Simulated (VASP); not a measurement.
Runs of VASP 6.6.1 on Ti2SiGe2. The structure is that of space group P6/mmm (No. 191), or close to it. The cells are those of the table. 

| task | cell | k mesh | cutoff (eV) | gap on the mesh (eV) | pressure (GPa) | largest force (eV/Å) |
| --- | --- | --- | --- | --- | --- | --- |
| single point | a = 4.434, b = 4.434, c = 7.723 Å, angles 90.0, 90.0, 120.0°, 5 atoms | 12 × 12 × 6 | 520 | none | (a) | - |
| single point | a = 3.558, b = 3.558, c = 7.905 Å, angles 90.0, 90.0, 120.0°, 5 atoms | 6 × 6 × 2 | 520 | none | 59.3 | 0.83 |
| relaxation of cell and atoms | relaxed from a = 3.558, b = 3.558, c = 7.905 Å, angles 90.0, 90.0, 120.0°, 5 atoms | 6 × 6 × 2 | 600 | none | -0.1 | 0.03 |
| single point | a = 4.429, b = 4.429, c = 8.107 Å, angles 90.0, 90.0, 120.0°, 5 atoms | 6 × 6 × 2 | 520 | none | -0.1 | 0.01 |

Alike in all rows: level PBE; potentials or basis VASP PAW PBE potentials, release 64 (Ti_sv, Si, Ge_d); no spin polarisation; smearing gaussian 0.1 eV.

Question: Estimate the missing entries.

Answer: (a) 0.0.

Caveats: some runs use coarse meshes.

A k mesh can miss the band edges, and the runs leave out spin-orbit coupling on Ge.

A gap of «none» marks levels without a gap at the run's occupations.
